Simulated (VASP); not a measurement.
# LiCl (P4/mmm) in VASP: single point with HSE06

Aim: the single point of LiCl with HSE06.

Everything below comes from runs of VASP 6.6.1. Logs are shortened: lines on timing, memory, paths and dates and some standing lists are left out, and cuts for length are marked.

### 1 The cell of the first run

Symmetry: P4/mmm, No. 123, tetragonal system. The conventional cell has a = 3.271 Å, b = 3.271 Å, c = 3.324 Å, α = 90.00°, β = 90.00°, γ = 90.00°. Li (site symmetry 4/mmm) has 8 Cl at 2.85 Å and 6 Li at 3.27 to 3.32 Å within 3.8 Å. Cl (site symmetry 4/mmm) has 8 Li at 2.85 Å and 6 Cl at 3.27 to 3.32 Å within 3.8 Å.

### 2 Single point, HSE06 (uniaxial x strain +1.6%)

POSCAR

```
LiCl
1.0
    3.3244428903      0.0000000000      0.0000000000
    0.0000000000      3.2711235760      0.0000000000
    0.0000000000      0.0000000000      3.2711235760
Li Cl
1 1
Direct
    0.0000000000      0.0000000000      0.0000000000
    0.5000000000      0.5000000000      0.5000000000
```

INCAR.step1

```
PREC = Accurate ; ENCUT = 520
EDIFF = 1E-5 ; ISMEAR = 0
SIGMA = 0.01 ; LREAL = False
LASPH = True ; NELM = 80
ALGO = Normal ; ISIF = 2
LWAVE = True ; LCHARG = False
NBANDS = 12 ; GGA = PE
LUSENCCL = False
```

INCAR.step2

```
PREC = Accurate ; ENCUT = 520
EDIFF = 1E-6 ; ISMEAR = 0
SIGMA = 0.01 ; LREAL = False
LASPH = True ; NELM = 80
ALGO = Normal ; ISIF = 2
LWAVE = False ; LCHARG = False
GGA = PE ; LHFCALC = True
HFSCREEN = 0.2079 ; PRECFOCK = Normal
NBANDS = 12 ; ISTART = 1
LUSENCCL = False
```

KPOINTS

```
regular mesh
0
Gamma
  6 6 6
```

Potentials or basis: VASP PAW PBE potentials, release 64 (Li_sv, Cl).

Started as:

```bash
> cat potpaw_PBE.64/Li_sv/POTCAR potpaw_PBE.64/Cl/POTCAR > POTCAR
> cp INCAR.step1 INCAR
> mpirun -np 1 vasp_std > vasp.out
> cp INCAR.step2 INCAR
> mpirun -np 1 vasp_std > vasp.out
```

OUTCAR:

```text
PREC = Accurate
   ENCUT = 520
   EDIFF = 1E-6
   ISMEAR = 0
   LREAL = False
   LASPH = True
   NELM = 80
   ISIF = 2
   GGA = PE
   LHFCALC = True
   HFSCREEN = 0.2079
   PRECFOCK = Normal
   ISTART = 1

 ion  position               nearest neighbor table
   1  0.000  0.000  0.000-
   2  0.500  0.500  0.500-

  LATTYP: Found a simple tetragonal cell.
 ALAT       =     3.2711235760
 C/A-ratio  =     1.0163000000

  Lattice vectors:

 A1 = (   0.0000000000,   3.2711235760,   0.0000000000)
 A2 = (   0.0000000000,   0.0000000000,   3.2711235760)
 A3 = (   3.3244428903,   0.0000000000,   0.0000000000)

Analysis of symmetry for initial positions (statically):
=====================================================================
 Subroutine PRICEL returns:
 Original cell was already a primitive cell.

 Routine SETGRP: Setting up the symmetry group for a
 simple tetragonal supercell.

 Subroutine GETGRP returns: Found 16 space group operations
 (whereof 16 operations were pure point group operations)
 out of a pool of 16 trial point group operations.

The static configuration has the point symmetry D_4h.

Analysis of symmetry for dynamics (positions and initial velocities):
=====================================================================
 Subroutine PRICEL returns:
 Original cell was already a primitive cell.

 Routine SETGRP: Setting up the symmetry group for a
 simple tetragonal supercell.

 Subroutine GETGRP returns: Found 16 space group operations
 (whereof 16 operations were pure point group operations)
 out of a pool of 16 trial point group operations.

The dynamic configuration has the point symmetry D_4h.

 Subroutine INISYM returns: Found 16 space group operations
 (whereof 16 operations are pure point group operations),
 and found     1 'primitive' translations

----------------------------------------------------------------------------------------

                                     Primitive cell

  volume of cell :      35.5724

  direct lattice vectors                    reciprocal lattice vectors
     3.324442890  0.000000000  0.000000000     0.300802280  0.000000000  0.000000000
     0.000000000  3.271123576  0.000000000     0.000000000  0.305705357  0.000000000
     0.000000000  0.000000000  3.271123576     0.000000000  0.000000000  0.305705357

  length of vectors
     3.324442890  3.271123576  3.271123576     0.300802280  0.305705357  0.305705357

  position of ions in fractional coordinates (direct lattice)
     0.000000000  0.000000000  0.000000000
     0.500000000  0.500000000  0.500000000

  ion indices of the primitive-cell ions
   primitive index   ion index
                 1           1
                 2           2

----------------------------------------------------------------------------------------

 KPOINTS: regular mesh

Automatic generation of k-mesh.
 Grid dimensions read from file:
 generate k-points for:    6    6    6

 Generating k-lattice:

  Cartesian coordinates                     Fractional coordinates (reciprocal lattice)
     0.050133713  0.000000000  0.000000000     0.166666667  0.000000000  0.000000000
     0.000000000  0.050950893  0.000000000     0.000000000  0.166666667  0.000000000
     0.000000000  0.000000000  0.050950893     0.000000000  0.000000000  0.166666667

  Length of vectors
     0.050133713  0.050950893  0.050950893

  Shift w.r.t. Gamma in fractional coordinates (k-lattice)
     0.000000000  0.000000000  0.000000000

 Subroutine IBZKPT returns following result:
 ===========================================

 Found     40 irreducible k-points:

 Following reciprocal coordinates:
            Coordinates               Weight
  0.000000  0.000000  0.000000      1.000000
  0.166667  0.000000  0.000000      2.000000
  0.333333  0.000000  0.000000      2.000000
  0.500000  0.000000  0.000000      1.000000
  0.000000  0.166667  0.000000      4.000000
  0.166667  0.166667  0.000000      8.000000
[... 16 lines left out ...]
  0.333333  0.333333  0.166667     16.000000
  0.500000  0.333333  0.166667      8.000000
 [... further k-points ...]
   k-points           NKPTS =     40   k-points in BZ     NKDIM =    216   number of bands    NBANDS=     12
   number of dos      NEDOS =    301   number of ions     NIONS =      2
   total plane-waves  NPLWV =  16128
   dimension x,y,z NGX =    28 NGY =   24 NGZ =   24
   dimension x,y,z NGXF=    56 NGYF=   48 NGZF=   48
   ions per type =               1   1
   NGX,Y,Z   is equivalent  to a cutoff of  14.00, 12.20, 12.20 a.u.
   NGXF,Y,Z  is equivalent  to a cutoff of  28.00, 24.39, 24.39 a.u.
 SYSTEM =  unknown system
   PREC   = accura    normal or accurate (medium, high low for compatibility)
   ISTART =      1    job   : 0-new  1-cont  2-samecut
   ICHARG =      0    charge: 1-file 2-atom 10-const
   ISPIN  =      1    spin polarized calculation?
   LNONCOLLINEAR =      F non collinear calculations
   LSORBIT =      F    spin-orbit coupling
   LASPH  =      T    aspherical Exc in radial PAW
   ENCUT  =  520.0 eV  38.22 Ry    6.18 a.u.   6.18  6.08  6.08*2*pi/ulx,y,z
   NELM   =     80;   NELMIN=  2; NELMDL=  0     # of ELM steps
   EDIFF  = 0.1E-05   stopping-criterion for ELM
   LREAL  =      F    real-space projection
   EDIFFG = 0.1E-04   stopping-criterion for IOM
   NSW    =      0    number of steps for IOM
   IBRION =     -1    ionic relax: 0-MD 1-quasi-New 2-CG
   NFREE  =      0    steps in history (QN), initial steepest desc. (CG)
   ISIF   =      2    stress and relaxation
   ISYM   =      3    0-nonsym 1-usesym 2-fastsym
   POTIM  = 0.5000    time-step for ionic-motion
   TEBEG  =    0.0;   TEEND  =   0.0 temperature during run
   PSTRESS=    0.0 pullay stress
   NELECT =      10.0000    total number of electrons
   NUPDOWN=      -1.0000    fix difference up-down
   EMIN   =  10.00;   EMAX   =-10.00  energy-range for DOS
   EFERMI =   0.00;   METHOD = LEGACY
   ISMEAR =     0;   SIGMA  =   0.01  broadening in eV -4-tet -1-fermi 0-gaus
   EFERMI_NEDOS =   21; number of points for ismear=-14 and -15
   IALGO  =     38    algorithm
   IMIX   =      1    mixing-type and parameters
     AMIX     =   0.40;   BMIX     =  1.00
     AMIX_MAG =   1.60;   BMIX_MAG =  1.00
  volume/ion in A,a.u.               =      17.79       120.03
  Fermi-wavevector in a.u.,A,eV,Ry     =   1.072434  2.026606 15.648260  1.150115
  Thomas-Fermi vector in A             =   2.208204
   LORBIT       =      0    0 simple, 1 ext, 2 COOP (PROOUT), +10 PAW based schemes
   GGA     = PE    functional components
   LHFCALC =     T    Hartree Fock is set to
   PRECFOCK=normal    Normal, Fast or Accurate (Low or Medium for compatibility)
   ENCUT4O =  -1.0   cutoff for four orbital integrals eV
   NKREDX  =     1    reduce k-point grid by
   NKREDY  =     1    reduce k-point grid by
   NKREDZ  =     1    reduce k-point grid by
   AEXX    =    0.2500 exact exchange contribution
   HFSCREEN=    0.2079 screening length (either q_TF or 0.3 A-1)
   HFSCREENC=   0.2079 screening length for correlation (either q_TF or 0.3 A-1)
   ENCUTFOCK=  -1.0 apply spherical cutoff to Coloumb kernel
   IVDW    =     0    specifies the selected vdW correction
   LEPSILON=     F    determine dielectric tensor
   LRPA    =     F    only Hartree local field effects (RPA)
 non-spin polarized calculation
 Gauss-broadening in eV      SIGMA  =   0.01
  energy-cutoff  :      520.00
  volume of cell :       35.57
 maximum number of plane-waves:       976
 NGX is ok and might be reduce to    28
  NGX = 20; NGY = 20; NGZ = 20

 number of electron      10.0000005 magnetization

 Free energy of the ion-electron system (eV)
  ---------------------------------------------------
  ext. energy  EPLUGINS =         0.00000000
  ---------------------------------------------------
  free energy    TOTEN  =        -7.85824616 eV

  energy without entropy =       -7.85824616  energy(sigma->0) =       -7.85824616

 E-fermi :   0.8080     XC(G=0):  -7.1133

 val. band max:        0.5858397906   @ k =   0.5000   0.5000   0.0000
 cond. band min:       6.1648490460   @ k =   0.0000   0.0000   0.0000
 fundamental gap:      5.5790092555
 Fermi energy:         0.8079751937

 k-point     1 :       0.0000    0.0000    0.0000
  band No.  band energies     occupation
      1     -47.6473      2.00000
      2     -14.9412      2.00000
      3      -0.4357      2.00000
      4      -0.2499      2.00000
      5      -0.2499      2.00000
      6       6.1648      0.00000
      7      10.5035      0.00000
      8      10.6629      0.00000
      9      15.1386      0.00000
     10      15.3369      0.00000
     11      15.3369      0.00000
     12      19.2237      0.00000

 k-point     2 :       0.1667    0.0000    0.0000
  band No.  band energies     occupation
      1     -47.6468      2.00000
      2     -14.8252      2.00000
      3      -1.4392      2.00000
      4      -0.1423      2.00000
      5      -0.1423      2.00000
      6       6.8080      0.00000
      7      10.9890      0.00000
      8      11.0570      0.00000
      9      14.3459      0.00000
     10      14.3459      0.00000
     11      15.4156      0.00000
     12      19.6833      0.00000

 k-point     3 :       0.3333    0.0000    0.0000
  band No.  band energies     occupation
      1     -47.6457      2.00000
      2     -14.5754      2.00000
      3      -2.9665      2.00000
      4       0.0869      2.00000
      5       0.0869      2.00000
      6       7.5159      0.00000
      7      11.4775      0.00000
      8      11.8659      0.00000
      9      12.8918      0.00000
     10      12.8918      0.00000
     11      17.7199      0.00000
     12      17.8735      0.00000

 k-point     4 :       0.5000    0.0000    0.0000
  band No.  band energies     occupation
      1     -47.6452      2.00000
      2     -14.4400      2.00000
      3      -3.6087      2.00000
      4       0.2094      2.00000
      5       0.2094      2.00000
      6       7.7542      0.00000
      7      11.4033      0.00000
      8      12.2876      0.00000
      9      12.2876      0.00000
     10      12.5703      0.00000
     11      16.4431      0.00000
     12      20.3865      0.00000

 k-point     5 :       0.0000    0.1667    0.0000
  band No.  band energies     occupation
      1     -47.6467      2.00000
      2     -14.8133      2.00000
      3      -1.3189      2.00000
      4      -0.3151      2.00000
      5      -0.1339      2.00000
      6       6.7561      0.00000
      7      10.8818      0.00000
      8      11.2677      0.00000
      9      14.1483      0.00000
     10      14.4233      0.00000
     11      15.5961      0.00000
     12      19.4327      0.00000
[... 228 lines left out ...]
      1     -47.6447      2.00000
      2     -14.4095      2.00000
      3      -2.7925      2.00000
      4      -0.8978      2.00000
      5       0.0438      2.00000
      6       8.2395      0.00000
      7      10.4207      0.00000
      8      11.9623      0.00000
      9      12.9117      0.00000
     10      13.4669      0.00000
     11      17.5919      0.00000
     12      18.1384      0.00000

 k-point    22 :       0.1667    0.3333    0.1667
  band No.  band energies     occupation
      1     -47.6442      2.00000
      2     -14.2968      2.00000
      3      -2.6534      2.00000
      4      -0.9526      2.00000
      5      -0.6841      2.00000
      6       8.9199      0.00000
      7      10.4442      0.00000
      8      10.5664      0.00000
      9      13.3191      0.00000
     10      13.9788      0.00000
     11      16.2872      0.00000
     12      19.5618      0.00000

 k-point    23 :       0.3333    0.3333    0.1667
  band No.  band energies     occupation
      1     -47.6430      2.00000
      2     -14.0548      2.00000
      3      -2.4029      2.00000
      4      -2.2574      2.00000
      5      -0.4916      2.00000
      6       8.4752      0.00000
      7       9.7184      0.00000
      8      10.5432      0.00000
      9      13.4292      0.00000
     10      15.1025      0.00000
     11      16.7147      0.00000
     12      18.6681      0.00000

 k-point    24 :       0.5000    0.3333    0.1667
  band No.  band energies     occupation
      1     -47.6425      2.00000
      2     -13.9242      2.00000
      3      -2.9311      2.00000
      4      -2.1690      2.00000
      5      -0.3511      2.00000
      6       7.7883      0.00000
      7       9.9677      0.00000
      8      10.0852      0.00000
      9      14.4289      0.00000
     10      14.7056      0.00000
     11      16.8106      0.00000
     12      18.3931      0.00000

 [... further k-points ...]

------------------------ aborting loop because EDIFF is reached ----------------------------------------

  FORCE on cell =-STRESS in cart. coord.  units (eV):
  Direction    XX          YY          ZZ          XY          YZ          ZX
  --------------------------------------------------------------------------------------
  -------------------------------------------------------------------------------------
  Total       -0.4615661     -0.0337724     -0.0337724      0.0000000      0.0000000      0.0000000
  in kB      -20.7889108     -1.5211082     -1.5211082      0.0000000      0.0000000      0.0000000
  external PRESSURE =      -7.9437091 kB  Pullay stress =       0.0000000 kB

 VOLUME and BASIS-vectors are now :
 -----------------------------------------------------------------------------
  energy-cutoff  :      520.00
  volume of cell :       35.57
      direct lattice vectors                 reciprocal lattice vectors
     3.324442890  0.000000000  0.000000000     0.300802280  0.000000000  0.000000000
     0.000000000  3.271123576  0.000000000     0.000000000  0.305705357  0.000000000
     0.000000000  0.000000000  3.271123576     0.000000000  0.000000000  0.305705357

 POSITION                                       TOTAL-FORCE (eV/Angst)
 -----------------------------------------------------------------------------------
      0.00000      0.00000      0.00000         0.000000      0.000000      0.000000
      1.66222      1.63556      1.63556         0.000000      0.000000      0.000000
 -----------------------------------------------------------------------------------
    total drift:                                0.000000      0.000000      0.000000

  FREE ENERGIE OF THE ION-ELECTRON SYSTEM (eV)
  ---------------------------------------------------
  free  energy   TOTEN  =        -7.8582461617 eV

  energy  without entropy=       -7.8582461617  energy(sigma->0) =       -7.85824616
```

It took 57 min on 1 × NVIDIA H100 80GB with 1 thread of AMD EPYC 7R13 (Zen 3), shared host; peak memory 1.2 GiB.

What came out:

```
Free energy            : -7.8582 eV
Band gap on the k mesh : 5.58 eV (least direct gap 6.39 eV)
```

Levels at points of the mesh, in eV from the valence-band top:
```tsv
k point	band 1	band 2	band 3	band 4	band 5	band 6	band 7	band 8	band 9	band 10
(0.00, 0.00, 0.00)	-48.23	-15.53	-1.02	-0.84	-0.84	5.58	9.92	10.08	14.55	14.75
(0.50, 0.00, 0.00)	-48.23	-15.03	-4.19	-0.38	-0.38	7.17	10.82	11.70	11.70	11.98
(0.00, 0.50, 0.00)	-48.23	-14.97	-4.21	-0.50	-0.34	7.06	10.90	11.42	11.78	11.98
(0.50, 0.50, 0.00)	-48.23	-14.48	-3.59	-3.51	0.00	6.39	11.17	11.34	12.09	14.96
(0.00, 0.50, 0.50)	-48.23	-14.42	-3.53	-3.53	-0.12	6.48	11.14	11.14	11.94	14.69
(0.50, 0.50, 0.50)	-48.23	-14.00	-2.69	-2.69	-2.60	6.41	6.41	6.46	13.41	19.96
```

Caveat: the cell differs from its parent crystal (uniaxial x strain +1.6%); the cutoff is under 1.25 times the usual one of these potentials, so pressure, stress and relaxed cells hold a basis-set (Pulay) error; the PAW data sets were made with another functional, which shifts forces and pressure a little. A k mesh can miss the band edges.
